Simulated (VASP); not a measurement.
Input of a VASP 6.6.1 run:

File POSCAR:

```
BN
1.0
    2.5147851179      0.0000000000      0.0000000000
   -1.2573925590      2.1778677972      0.0000000000
    0.0000000000      0.0000000000      6.6796463138
N B
2 2
Direct
    0.6666666667      0.3333333333      0.2500000000
    0.3333333333      0.6666666667      0.7500000000
    0.6666666667      0.3333333333      0.7500000000
    0.3333333333      0.6666666667      0.2500000000
```

The input INCAR.step1:

```
SYSTEM = BN
ALGO = Normal ; EDIFF = 1E-4
ENCUT = 520 ; GGA = PE
ISMEAR = -1 ; LASPH = .TRUE.
LCHARG = .FALSE. ; LREAL = .FALSE.
LWAVE = .TRUE. ; NBANDS = 16
NELM = 100 ; PREC = Accurate
SIGMA = 0.05
```

INCAR.step2

```
SYSTEM = BN
ALGO = Normal ; EDIFF = 1E-7
ENCUT = 520 ; ISIF = 2
ISMEAR = -1 ; ISTART = 1
IVDW = 13 ; LASPH = .TRUE.
LCHARG = .FALSE. ; LMIXTAU = .TRUE.
LREAL = .FALSE. ; LWAVE = .FALSE.
METAGGA = R2SCAN ; NBANDS = 16
NELM = 100 ; PREC = Accurate
SIGMA = 0.05 ; VDW_A1 = 0.51559235
VDW_A2 = 5.77342911 ; VDW_S6 = 1.0
VDW_S8 = 0.6018749
```

The input KPOINTS:

```
k-points
0
G
  12 12 4
  0 0 0
```

Potentials or basis: VASP PAW PBE potentials, release 64 (N, B).

Run with:

```bash
$ cat potpaw_PBE.64/N/POTCAR potpaw_PBE.64/B/POTCAR > POTCAR
$ cp INCAR.step1 INCAR
$ mpirun -np 1 vasp_std > vasp.out
$ cp INCAR.step2 INCAR
$ mpirun -np 1 vasp_std > vasp.out
```

Task: Predict the dispersion energy per atom.

Result: -0.068 eV.

Task: Predict the band gap on the k mesh.

Result: 4.86 eV, indirect (least direct gap 5.29 eV).

Stress tensor (GPa, compression positive):
```
-6.16  0.00  0.00
 0.00 -6.16  0.00
 0.00  0.00 -0.64
```

Caveat: the PAW data sets were made with another functional, which shifts forces and pressure a little. A k mesh can miss the band edges.
